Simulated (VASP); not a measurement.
# Bi (I4/mmm) in VASP: a series of runs

Runs on Bi. Level: PBE+D3(BJ). Tasks: single point.

Everything below comes from runs of VASP 6.6.1. Logs are shortened: lines on timing, memory, paths and dates and some standing lists are left out, and cuts for length are marked.

## (1) The cell of the first run

It takes space group I4/mmm (No. 139, tetragonal). The conventional cell has a = 3.483 Å, b = 3.483 Å, c = 4.697 Å, α = 90.00°, β = 90.00°, γ = 90.00°. Bi (site symmetry 4/mmm) has 12 Bi at 3.40 to 3.48 Å within 4.5 Å.

## (2) Single point, PBE+D3(BJ) (volume 28.489 Å^3 an atom, c/a of the conventional cell 1.3484)

File INCAR:

```
ALGO     = Fast           # electronic algorithm
EDIFF    = 1E-6           # SCF threshold, eV
ENCUT    = 520            # plane-wave cutoff, eV
GGA      = PE             # functional
ISIF     = 2              # what is computed and relaxed
ISMEAR   = 0              # smearing method
IVDW     = 12             # dispersion correction
LASPH    = T              # aspherical terms in the spheres
LCHARG   = F              # write CHGCAR
LREAL    = F              # projectors in reciprocal space
LWAVE    = F              # write WAVECAR
NBANDS   = 14             # bands
NELM     = 100            # most SCF steps
PREC     = Accurate       # precision mode
SIGMA    = 0.15           # smearing width, eV
```

File KPOINTS:

```
k-points
0
Gamma
  18 18 18
```

File POSCAR:

```
Bi
1.0
   -1.7415374716      1.7415374716      2.3482891267
    1.7415374716     -1.7415374716      2.3482891267
    1.7415374716      1.7415374716     -2.3482891267
Bi
1
Direct
    0.0000000000      0.0000000000      0.0000000000
```

Potentials or basis: VASP PAW PBE potentials, release 64 (Bi_d).

Started as:

```
> cat potpaw_PBE.64/Bi_d/POTCAR > POTCAR
> mpirun -np 1 vasp_std > vasp.out
```

OUTCAR:

```text
EDIFF = 1E-6
   ENCUT = 520
   GGA = PE
   ISIF = 2
   ISMEAR = 0
   IVDW = 12
   LASPH = T
   LREAL = F
   NELM = 100
   PREC = Accurate
 IVDW          = 12

 ion  position               nearest neighbor table
   1  0.000  0.000  0.000-

  LATTYP: Found a body centered tetragonal cell.
 ALAT       =     3.4830749432
 C/A-ratio  =     1.3484000000

  Lattice vectors:

 A1 = (  -1.7415374716,   1.7415374716,   2.3482891267)
 A2 = (   1.7415374716,  -1.7415374716,   2.3482891267)
 A3 = (   1.7415374716,   1.7415374716,  -2.3482891267)

Analysis of symmetry for initial positions (statically):
=====================================================================
 Subroutine PRICEL returns:
 Original cell was already a primitive cell.

 Routine SETGRP: Setting up the symmetry group for a
 body centered tetragonal supercell.

 Subroutine GETGRP returns: Found 16 space group operations
 (whereof 16 operations were pure point group operations)
 out of a pool of 16 trial point group operations.

The static configuration has the point symmetry D_4h.

Analysis of symmetry for dynamics (positions and initial velocities):
=====================================================================
 Subroutine PRICEL returns:
 Original cell was already a primitive cell.

 Routine SETGRP: Setting up the symmetry group for a
 body centered tetragonal supercell.

 Subroutine GETGRP returns: Found 16 space group operations
 (whereof 16 operations were pure point group operations)
 out of a pool of 16 trial point group operations.

The dynamic configuration has the point symmetry D_4h.

 Subroutine INISYM returns: Found 16 space group operations
 (whereof 16 operations are pure point group operations),
 and found     1 'primitive' translations

----------------------------------------------------------------------------------------

                                     Primitive cell

  volume of cell :      28.4890

  direct lattice vectors                    reciprocal lattice vectors
    -1.741537472  1.741537472  2.348289127     0.000000000  0.287102637  0.212920971
     1.741537472 -1.741537472  2.348289127     0.287102637  0.000000000  0.212920971
     1.741537472  1.741537472 -2.348289127     0.287102637  0.287102637  0.000000000

  length of vectors
     3.402993881  3.402993881  3.402993881     0.357439874  0.357439874  0.406024443

  position of ions in fractional coordinates (direct lattice)
     0.000000000  0.000000000  0.000000000

  ion indices of the primitive-cell ions
   primitive index   ion index
[... 83 lines left out ...]
   PSTRESS=    0.0 pullay stress
   NELECT =      15.0000    total number of electrons
   NUPDOWN=      -1.0000    fix difference up-down
   EMIN   =  10.00;   EMAX   =-10.00  energy-range for DOS
   EFERMI =   0.00;   METHOD = LEGACY
   ISMEAR =     0;   SIGMA  =   0.15  broadening in eV -4-tet -1-fermi 0-gaus
   EFERMI_NEDOS =   21; number of points for ismear=-14 and -15
   IALGO  =     68    algorithm
   IMIX   =      4    mixing-type and parameters
     AMIX     =   0.40;   BMIX     =  1.00
     AMIX_MAG =   1.60;   BMIX_MAG =  1.00
  volume/ion in A,a.u.               =      28.49       192.25
  Fermi-wavevector in a.u.,A,eV,Ry     =   1.321943  2.498111 23.776647  1.747534
  Thomas-Fermi vector in A             =   2.451660
   LORBIT       =      0    0 simple, 1 ext, 2 COOP (PROOUT), +10 PAW based schemes
   GGA     = PE    functional components
   LHFCALC =     F    Hartree Fock is set to
   AEXX    =    0.0000 exact exchange contribution
   IVDW    =    12    specifies the selected vdW correction
   LEPSILON=     F    determine dielectric tensor
   LRPA    =     F    only Hartree local field effects (RPA)
 non-spin polarized calculation
 RMM-DIIS sequential band-by-band and
 Gauss-broadening in eV      SIGMA  =   0.15
  energy-cutoff  :      520.00
  volume of cell :       28.49
 maximum number of plane-waves:       793
 NGX is ok and might be reduce to    28
   NGX = 13   NGY = 13   NGZ = 13

 number of electron      14.9999995 magnetization

 Free energy of the ion-electron system (eV)
  ---------------------------------------------------
  ext. energy  EPLUGINS =         0.00000000
  ---------------------------------------------------
  free energy    TOTEN  =        -3.64143282 eV

  energy without entropy =       -3.63360941  energy(sigma->0) =       -3.63752111

 E-fermi :   9.1790     XC(G=0): -10.7249

 val. band max:        9.1779723551   @ k =  -0.3889   0.4444   0.2778
 cond. band min:       9.1845336564   @ k =  -0.4444   0.4444   0.3889
 fundamental gap:      0.0065613013
 Fermi energy:         9.1789773162

 k-point     1 :       0.0000    0.0000    0.0000
  band No.  band energies     occupation
      1     -14.0376      2.00000
      2     -14.0376      2.00000
      3     -13.9993      2.00000
      4     -13.9489      2.00000
      5     -13.9098      2.00000
      6      -5.1069      2.00000
      7      14.6674      0.00000
      8      14.7401      0.00000
      9      14.7401      0.00000
     10      18.1683      0.00000
     11      19.0741      0.00000
     12      20.4032      0.00000
     13      20.4032      0.00000
     14      20.5709      0.00000
[... 377 lines left out ...]
      1     -14.0337      2.00000
      2     -14.0072      2.00000
      3     -13.9769      2.00000
      4     -13.9342      2.00000
      5     -13.8987      2.00000
      6      -4.2760      2.00000
      7       9.5181      0.00139
      8      13.4040      0.00000
      9      13.8501      0.00000
     10      17.3763      0.00000
     11      19.1452      0.00000
     12      20.8364      0.00000
     13      20.9942      0.00000
     14      22.4302      0.00000

 [... further k-points ...]

------------------------ aborting loop because EDIFF is reached ----------------------------------------

 Edisp (eV)   -0.55343

 E8    (eV) :    -0.2718

  FORCE on cell =-STRESS in cart. coord.  units (eV):
  Direction    XX          YY          ZZ          XY          YZ          ZX
  --------------------------------------------------------------------------------------
  -------------------------------------------------------------------------------------
  Total       0.74108     0.74108     0.64298     0.00000     0.00000     0.00000
  in kB      41.67741    41.67741    36.15996     0.00000     0.00000     0.00000
  external pressure =       39.84 kB  Pullay stress =        0.00 kB

 VOLUME and BASIS-vectors are now :
 -----------------------------------------------------------------------------
  energy-cutoff  :      520.00
  volume of cell :       28.49
      direct lattice vectors                 reciprocal lattice vectors
    -1.741537472  1.741537472  2.348289127     0.000000000  0.287102637  0.212920971
     1.741537472 -1.741537472  2.348289127     0.287102637  0.000000000  0.212920971
     1.741537472  1.741537472 -2.348289127     0.287102637  0.287102637  0.000000000

 POSITION                                       TOTAL-FORCE (eV/Angst)
 -----------------------------------------------------------------------------------
      0.00000      0.00000      0.00000         0.000000     -0.000000      0.000000
 -----------------------------------------------------------------------------------
    total drift:                               -0.000000     -0.000000     -0.000000

  FREE ENERGIE OF THE ION-ELECTRON SYSTEM (eV)
  ---------------------------------------------------
  free  energy   TOTEN  =        -4.1948674253 eV

  energy  without entropy=       -4.1870440144  energy(sigma->0) =       -4.19095572
```

OSZICAR:

```text
N       E                     dE             d eps       ncg     rms          rms(c)
DAV:   1     0.114244972188E+03    0.11424E+03   -0.76768E+03 13568   0.127E+03
DAV:   2     0.285169614130E+01   -0.11139E+03   -0.10786E+03 14514   0.344E+02
DAV:   3    -0.349615235448E+01   -0.63478E+01   -0.63202E+01 16500   0.788E+01
DAV:   4    -0.364071746192E+01   -0.14457E+00   -0.14452E+00 17402   0.125E+01
DAV:   5    -0.364696730326E+01   -0.62498E-02   -0.62497E-02 18812   0.238E+00    0.440E-01
RMM:   6    -0.364251575341E+01    0.44515E-02   -0.54529E-03 16515   0.874E-01    0.257E-01
RMM:   7    -0.364133080952E+01    0.11849E-02   -0.47607E-03 16682   0.719E-01    0.731E-02
RMM:   8    -0.364140546859E+01   -0.74659E-04   -0.10165E-03 19005   0.404E-01    0.106E-02
RMM:   9    -0.364142932752E+01   -0.23859E-04   -0.25539E-04 21628   0.151E-01    0.859E-03
RMM:  10    -0.364143134871E+01   -0.20212E-05   -0.46866E-05 19228   0.941E-02    0.240E-03
RMM:  11    -0.364143257888E+01   -0.12302E-05   -0.22597E-05 22487   0.434E-02    0.199E-03
RMM:  12    -0.364143281648E+01   -0.23760E-06   -0.27686E-06 11857   0.154E-02
   1 F= -.41948674E+01 E0= -.41909557E+01  d E =-.782341E-02
```

Run time: 2.8 min. Hardware: 1 thread of Intel Xeon 6975P-C, shared host; peak memory 0.3 GiB.

Results:

| Quantity | Value |
| --- | --- |
| Free energy | -4.1949 eV |
| Pressure | 4.0 GPa |
| Dispersion energy per atom | -0.553 eV |

Caveat: spin-orbit coupling is left out, which moves the levels of the heavy elements; pairwise dispersion overbinds metals, which lowers pressure and volume.

## (3) Single point, PBE+D3(BJ) (volume 28.489 Å^3 an atom, c/a of the conventional cell 0.8612)

File INCAR:

```
PREC = Accurate ; ENCUT = 520
EDIFF = 1E-6 ; ISMEAR = 0
SIGMA = 0.15 ; LREAL = F
LASPH = T ; NELM = 100
ALGO = Fast ; ISIF = 2
LWAVE = F ; LCHARG = F
GGA = PE ; IVDW = 12
NBANDS = 14
```

File KPOINTS:

```
regular mesh
0
Gamma
  18 18 18
```

File POSCAR:

```
Bi
1.0
   -2.0222634423      2.0222634423      1.7415732765
    2.0222634423     -2.0222634423      1.7415732765
    2.0222634423      2.0222634423     -1.7415732765
Bi
1
Direct
    0.0000000000      0.0000000000      0.0000000000
```

Potentials or basis: VASP PAW PBE potentials, release 64 (Bi_d).

Started as:

```
> cat potpaw_PBE.64/Bi_d/POTCAR > POTCAR
> mpirun -np 1 vasp_std > vasp.out
```

OUTCAR:

```text
PREC = Accurate
   ENCUT = 520
   EDIFF = 1E-6
   ISMEAR = 0
   LREAL = F
   LASPH = T
   NELM = 100
   ISIF = 2
   GGA = PE
   IVDW = 12
 IVDW          = 12

 ion  position               nearest neighbor table
   1  0.000  0.000  0.000-

  LATTYP: Found a body centered tetragonal cell.
 ALAT       =     4.0445268846
 C/A-ratio  =     0.8612000000

  Lattice vectors:

 A1 = (  -2.0222634423,   2.0222634423,   1.7415732765)
 A2 = (   2.0222634423,  -2.0222634423,   1.7415732765)
 A3 = (   2.0222634423,   2.0222634423,  -1.7415732765)

Analysis of symmetry for initial positions (statically):
=====================================================================
 Subroutine PRICEL returns:
 Original cell was already a primitive cell.

 Routine SETGRP: Setting up the symmetry group for a
 body centered tetragonal supercell.

 Subroutine GETGRP returns: Found 16 space group operations
 (whereof 16 operations were pure point group operations)
 out of a pool of 16 trial point group operations.

The static configuration has the point symmetry D_4h.

Analysis of symmetry for dynamics (positions and initial velocities):
[... 174 lines left out ...]
      7      14.2263      0.00000
      8      14.2263      0.00000
      9      15.6953      0.00000
     10      18.7247      0.00000
     11      19.4744      0.00000
     12      19.5348      0.00000
     13      19.5348      0.00000
     14      21.0999      0.00000
[... 377 lines left out ...]
      1     -14.0683      2.00000
      2     -14.0114      2.00000
      3     -13.9533      2.00000
      4     -13.9318      2.00000
      5     -13.8677      2.00000
      6      -4.3007      2.00000
      7      10.3588      0.00000
      8      12.2462      0.00000
      9      13.4992      0.00000
     10      17.1462      0.00000
     11      18.3837      0.00000
     12      20.7038      0.00000
     13      21.5511      0.00000
     14      22.7777      0.00000

 [... further k-points ...]

------------------------ aborting loop because EDIFF is reached ----------------------------------------

 Edisp (eV)   -0.55363

 E8    (eV) :    -0.2719

  FORCE on cell =-STRESS in cart. coord.  units (eV):
  Direction    XX          YY          ZZ          XY          YZ          ZX
  --------------------------------------------------------------------------------------
  -------------------------------------------------------------------------------------
  Total       0.66611     0.66611     0.92341     0.00000     0.00000     0.00000
  in kB      37.46125    37.46125    51.93142     0.00000     0.00000     0.00000
  external pressure =       42.28 kB  Pullay stress =        0.00 kB

 VOLUME and BASIS-vectors are now :
 -----------------------------------------------------------------------------
  energy-cutoff  :      520.00
  volume of cell :       28.49
      direct lattice vectors                 reciprocal lattice vectors
    -2.022263442  2.022263442  1.741573277     0.000000000  0.247247707  0.287096734
     2.022263442 -2.022263442  1.741573277     0.247247707  0.000000000  0.287096734
     2.022263442  2.022263442 -1.741573277     0.247247707  0.247247707  0.000000000

 POSITION                                       TOTAL-FORCE (eV/Angst)
 -----------------------------------------------------------------------------------
      0.00000      0.00000      0.00000         0.000000      0.000000      0.000000
 -----------------------------------------------------------------------------------
    total drift:                               -0.000000     -0.000000     -0.000000

  FREE ENERGIE OF THE ION-ELECTRON SYSTEM (eV)
  ---------------------------------------------------
  free  energy   TOTEN  =        -4.2326736625 eV

  energy  without entropy=       -4.2258268126  energy(sigma->0) =       -4.22925024
```

OSZICAR:

```text
N       E                     dE             d eps       ncg     rms          rms(c)
DAV:   1     0.113792658957E+03    0.11379E+03   -0.76722E+03 13616   0.127E+03
DAV:   2     0.278784760189E+01   -0.11100E+03   -0.10728E+03 14460   0.342E+02
DAV:   3    -0.353379451550E+01   -0.63216E+01   -0.62943E+01 16848   0.785E+01
DAV:   4    -0.367777625075E+01   -0.14398E+00   -0.14394E+00 17212   0.125E+01
DAV:   5    -0.368374308964E+01   -0.59668E-02   -0.59667E-02 19194   0.232E+00    0.467E-01
RMM:   6    -0.367982788124E+01    0.39152E-02   -0.52911E-03 16468   0.872E-01    0.272E-01
RMM:   7    -0.367892118510E+01    0.90670E-03   -0.46525E-03 16525   0.725E-01    0.744E-02
RMM:   8    -0.367901418785E+01   -0.93003E-04   -0.97650E-04 18953   0.389E-01    0.997E-03
RMM:   9    -0.367903681160E+01   -0.22624E-04   -0.25232E-04 21968   0.148E-01    0.876E-03
RMM:  10    -0.367903879288E+01   -0.19813E-05   -0.43553E-05 19332   0.892E-02    0.266E-03
RMM:  11    -0.367903947528E+01   -0.68240E-06   -0.21412E-05 21755   0.429E-02    0.225E-03
RMM:  12    -0.367903933767E+01    0.13761E-06   -0.27917E-06 11778   0.173E-02
   1 F= -.42326737E+01 E0= -.42292502E+01  d E =-.684685E-02
```

Run time: 2.1 min. Hardware: 1 thread of Intel Xeon 6975P-C, shared host; peak memory 0.3 GiB.

Results:

| Property | Result |
| --- | --- |
| Free energy | -4.2327 eV |
| Pressure | 4.2 GPa |
| Dispersion energy per atom | -0.554 eV |

Levels at points of the mesh, in eV from the Fermi level:
```csv
k point,band 4,band 5,band 6,band 7,band 8,band 9,band 10,band 11
"(0.00, 0.00, 0.00)",-23.10,-22.99,-14.26,5.09,5.09,6.55,9.58,10.33
"(0.50, 0.00, 0.00)",-22.98,-22.91,-10.35,-5.56,1.27,2.79,5.68,7.04
"(0.50, 0.50, 0.00)",-23.04,-22.93,-11.17,-5.89,3.09,5.24,7.85,9.58
"(0.50, 0.50, 0.50)",-22.95,-22.91,-8.46,-2.88,-2.88,-0.08,2.76,4.60
```

Caveat: spin-orbit coupling is left out, which moves the levels of the heavy elements; pairwise dispersion overbinds metals, which lowers pressure and volume.

(Continued in part 2 of 2.)
